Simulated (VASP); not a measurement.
Ca: relaxation of cell and atoms with PBE

Ca:

```
Ca
1.0
    -3.52975    3.52975    2.88376
     3.52975   -3.52975    2.88376
     3.52975    3.52975   -2.88376
Ca
3
Direct
  0.75000 0.25000 0.50000
  0.25000 0.75000 0.50000
  0.00000 0.00000 0.00000
```

The cell was built from a structure type or drawn by symmetry, and may not be a known phase.

```
Program                : VASP 6.6.1
Task                   : relaxation of cell and atoms
Functional             : PBE
Potentials or basis    : VASP PAW PBE potentials, release 64 (Ca_sv)
Cutoff                 : 600 eV
k mesh                 : 4 × 4 × 4
Occupations            : gaussian, width 0.1 eV
Spin                   : no spin polarisation
Dipole correction      : no
Further INCAR settings : ALGO = Normal; EDIFF = 1e-06; IBRION = 2; EDIFFG = -0.04; NSW = 90; ISIF = 3
```

```yaml
Relaxed_volume: 52.69 Å³/atom
Relaxed_cell: a = 6.023 Å, b = 6.023 Å, c = 6.023 Å, α = 118.38°, β = 118.38°, γ = 92.83°
Space_group_after_relaxing_to_0.1_Å: I4/mmm (No. 139)
Energy_gained_by_relaxing: 406.2 meV/atom
Ionic_steps: 11
Pressure_after_relaxing: 0.0 GPa
Band_gap_on_the_k_mesh: zero (bands 15 and 16 overlap by 1.04 eV)
```

Stress tensor (GPa, compression positive):
```
0.00 0.00 0.00
0.00 0.00 0.00
0.00 0.00 0.08
```

The path:
```csv
step,energy change (eV),largest force (eV/Å),pressure (GPa),volume (Å³)
1,0.0000,0.0000,1.84,143.72
2,-0.7795,0.0000,0.80,154.27
3,-1.0714,0.0000,0.05,162.21
4,-1.1695,0.0000,-0.92,174.38
5,-1.1752,0.0000,-0.79,172.03
6,-1.1733,0.0000,-0.70,170.64
7,-1.2042,0.0000,-0.26,162.61
8,-1.2102,0.0000,0.09,157.57
9,-1.2102,0.0000,0.12,157.31
10,-1.2135,0.0000,0.10,157.53
11,-1.2187,0.0000,0.03,158.06
```

Final structure:
```cif
data_structure
_symmetry_space_group_name_H-M 'P 1'
_symmetry_Int_Tables_number 1
_cell_length_a 6.0229
_cell_length_b 6.0229
_cell_length_c 6.0229
_cell_angle_alpha 118.382
_cell_angle_beta 118.382
_cell_angle_gamma 92.826
_cell_volume 158.06
loop_
_atom_site_label
_atom_site_type_symbol
_atom_site_fract_x
_atom_site_fract_y
_atom_site_fract_z
_atom_site_occupancy
Ca1 Ca 0.75000 0.25000 0.50000 1
Ca2 Ca 0.25000 0.75000 0.50000 1
Ca3 Ca 0.00000 0.00000 0.00000 1
```

Levels at points of the mesh, in eV from the Fermi level:
```csv
k point,band 12,band 13,band 14,band 15,band 16,band 17,band 18,band 19
"(0.00, 0.00, 0.00)",-23.32,-3.64,0.36,0.47,0.54,0.54,0.78,0.82
"(0.50, 0.00, 0.00)",-23.32,-2.31,-1.71,0.39,0.47,0.61,0.67,0.75
"(0.50, 0.50, 0.00)",-23.31,-1.77,-1.54,-0.44,-0.22,0.51,1.18,1.25
"(0.50, 0.50, 0.50)",-23.31,-1.55,-1.43,-0.60,-0.21,0.37,0.37,1.34
```

Run time: 5.4 min on 1 thread of Intel(R) Xeon(R) Platinum 8488C (Sapphire Rapids), on a shared host, peak memory 0.34 GiB.
